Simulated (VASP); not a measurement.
## C3O: single point with PBE+D3(BJ)

Crystal: C3O.

```
C O
1.0
     4.06873    0.00000    0.00000
     0.00000    4.06873    0.00000
     0.00000    0.00000    4.06873
C O
6 2
Direct
  0.00000 0.75000 0.50000
  0.00000 0.25000 0.50000
  0.75000 0.50000 0.00000
  0.25000 0.50000 0.00000
  0.50000 0.00000 0.75000
  0.50000 0.00000 0.25000
  0.00000 0.00000 0.00000
  0.50000 0.50000 0.50000
```

The cell was generated, and may not be a known phase.

| Item | Value |
| --- | --- |
| Program | VASP 6.6.1 |
| Task | single point |
| Functional | PBE |
| Dispersion | D3(BJ) |
| Potentials or basis | VASP PAW PBE potentials, release 64 (C, O) |
| Cutoff | 520 eV |
| k mesh | 4 × 4 × 4 |
| Occupations | gaussian, width 0.1 eV |
| Spin | collinear spin, ferromagnetic start |
| Starting moments | [1.0, 1.0, 1.0, 1.0, 1.0, 1.0, 1.0, 1.0] μB |
| Dipole correction | no |
| Further INCAR settings | ALGO = Normal; EDIFF = 1e-06; NBANDS = 32 |

```json
{
  "Pressure": "-0.4 GPa",
  "Band gap on the k mesh": "zero (filled and empty bands overlap)",
  "Net moment": "0.00 μB per cell",
  "Valence electrons inside the program's atomic spheres": "C 1.99; O 4.74",
  "Dispersion energy per atom": "-0.219 eV"
}
```

Levels at points of the mesh, in eV from the Fermi level:
Spin up:
```
           k point  band 16  band 17  band 18  band 19  band 20  band 21
(0.00, 0.00, 0.00)    -3.14    -2.29    -0.04    -0.04    -0.04     0.61
(0.50, 0.00, 0.00)    -1.89    -0.91    -0.91     0.69     0.69     1.25
(0.50, 0.50, 0.00)    -1.03    -0.87    -0.87     0.82     0.82     1.61
(0.50, 0.50, 0.50)    -1.64     1.57     1.57     1.57     1.57     1.57
```
Spin down:
```
           k point  band 14  band 15  band 16  band 17  band 18  band 19  band 20  band 21  band 22  band 23
(0.00, 0.00, 0.00)    -3.14    -3.14    -3.14    -2.29    -0.04    -0.04    -0.04     0.61     0.61     0.61
(0.50, 0.00, 0.00)    -2.92    -1.89    -1.89    -0.91    -0.91     0.69     0.69     1.25     1.25     2.94
(0.50, 0.50, 0.00)    -1.70    -1.07    -1.03    -0.87    -0.87     0.82     0.82     1.61     2.25     2.43
(0.50, 0.50, 0.50)    -1.64    -1.64    -1.64     1.57     1.57     1.57     1.57     1.57     1.57     2.33
```

It took 43 s on 1 thread of Intel(R) Xeon(R) Platinum 8259CL CPU @ 2.50GHz (Skylake/Cascade Lake), with other jobs on the host, peak memory 0.2 GiB.

Caveat: the k points lie up to 0.39 Å⁻¹ apart, too coarse for converged energies and pressures of a metal.
